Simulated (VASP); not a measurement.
Wanted: the native input for a VASP 6.6.1 run.

- Task: single point
- Functional: PBE
- Dispersion: D3(BJ)
- Potentials or basis: VASP PAW PBE potentials, release 64 (As)
- Cutoff: 400 eV
- k mesh: 12 × 12 × 1
- Occupations: gaussian, width 0.04 eV
- Spin: no spin polarisation
- Dipole correction: yes
- Further INCAR settings: ALGO = Normal; EDIFF = 1e-06; NBANDS = 12; NELMDL = -8

The structure of As lies in POSCAR:

```
As
1.0
    3.5708955070      0.0000000000      0.0000000000
   -1.7854477535      3.0924862233      0.0000000000
    0.0000000000      0.0000000000     22.2200000000
As
2
Direct
    0.0000000000      0.0000000000      0.5957884090
    0.6666666667      0.3333333333      0.6586531760
```

The input as run:

INCAR

```
SYSTEM = As
PREC     = Accurate       ! precision mode
ENCUT    = 400            ! plane-wave cutoff, eV
EDIFF    = 1E-6           ! SCF threshold, eV
ISMEAR   = 0              ! smearing method
SIGMA    = 0.04           ! smearing width, eV
LREAL    = .False.        ! projectors in reciprocal space
LASPH    = .True.         ! aspherical terms in the spheres
NELM     = 120            ! most SCF steps
ALGO     = Normal         ! electronic algorithm
ISIF     = 2              ! what is computed and relaxed
LWAVE    = .False.        ! write WAVECAR
LCHARG   = .False.        ! write CHGCAR
LDIPOL   = .True.       
IDIPOL   = 3            
DIPOL    = 0.5 0.5 0.627
GGA      = PE             ! functional
IVDW     = 12             ! dispersion correction
NBANDS   = 12             ! bands
GGA_COMPAT= .False.      
NELMDL   = -8
```

KPOINTS

```
regular mesh
0
Gamma
  12 12 1
  0 0 0
```

Potentials or basis: VASP PAW PBE potentials, release 64 (As).

Launch:

```sh
$ cat potpaw_PBE.64/As/POTCAR > POTCAR
$ mpirun -np 1 vasp_std > vasp.out
```

It gave:

The largest force is 0.108 eV/Å and the band gap on the k mesh is 1.55 eV, indirect (least direct gap 2.04 eV). The dispersion energy per atom is -0.212 eV.

Wall time 22 s on 1 thread of Intel(R) Xeon(R) 6975P-C (Granite Rapids) (shared host), peak memory 0.28 GiB.
